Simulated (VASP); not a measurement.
**AlN: single point with PBE**

AlN:

```
CELL_PARAMETERS angstrom
0.00000 2.07167 2.07167
2.07167 0.00000 2.07167
2.07167 2.07167 0.00000
ATOMIC_POSITIONS crystal
Al 0.00000 0.00000 0.00000
N 0.75000 0.75000 0.75000
```

| Quantity | Value |
| --- | --- |
| Program | VASP 6.6.1 |
| Task | single point |
| Functional | PBE |
| Potentials or basis | VASP PAW PBE potentials, release 64 (Al, N) |
| Cutoff | 600 eV |
| k mesh | 10 × 10 × 10 |
| Occupations | gaussian, width 0.01 eV |
| Spin | no spin polarisation |
| Dipole correction | no |
| Further INCAR settings | ALGO = Normal; EDIFF = 1e-06; NBANDS = 11 |

```
Pressure               : 49.9 GPa
Band gap on the k mesh : 3.38 eV, indirect (least direct gap 5.32 eV)
```

Levels at points of the mesh, in eV from the valence-band top:
| k point | band 1 | band 2 | band 3 | band 4 | band 5 | band 6 | band 7 | band 8 |
| --- | --- | --- | --- | --- | --- | --- | --- | --- |
| (0.00, 0.00, 0.00) | -15.95 | 0.00 | 0.00 | 0.00 | 5.68 | 14.21 | 14.21 | 14.21 |
| (0.50, 0.00, 0.00) | -13.40 | -6.56 | -0.49 | -0.49 | 8.87 | 10.98 | 12.17 | 12.17 |
| (0.50, 0.50, 0.00) | -12.60 | -5.42 | -1.93 | -1.93 | 3.38 | 9.59 | 16.31 | 17.79 |

Run time: 4.4 s on 1 thread of Intel(R) Xeon(R) Platinum 8488C (Sapphire Rapids) (shared host), peak memory 0.14 GiB.

A k mesh can miss the band edges. Expect the measured gap to be larger: semilocal functionals such as PBE lack the derivative discontinuity.
